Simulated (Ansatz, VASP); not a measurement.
**CaBiCl3: VASP beside Ansatz**

```
Ca Bi Cl
1.0
     5.05997    0.00000    0.00000
     0.00000    5.05997    0.00000
     0.00000    0.00000    5.05997
Ca Bi Cl
1 1 3
Direct
  0.00000 0.00000 0.00000
  0.50000 0.50000 0.50000
  0.00000 0.50000 0.50000
  0.50000 0.00000 0.50000
  0.50000 0.50000 0.00000
```

Alike in both runs: task single point; functional PBE; k mesh 4 × 4 × 4; occupations gaussian, width 0.1 eV; no spin polarisation.

|  | VASP | Ansatz |
| --- | --- | --- |
| version | VASP 6.6.1 | Ansatz 0.2.0 |
| potentials or method | VASP PAW PBE potentials, release 64 (Ca_sv, Bi_d, Cl), cutoff 520 eV | scalar-relativistic, plane waves, PAW |
| valence electrons in the cell | 46 | 46 |

```csv
,VASP,Ansatz,Ansatz less VASP
gap on the k mesh at the Fermi level (eV),none,none,-
pressure (GPa),17.7,17.6,-0.01
```

A gap of «none» marks a metal or a gap that the smearing closes.

Neither program's run includes spin-orbit coupling.
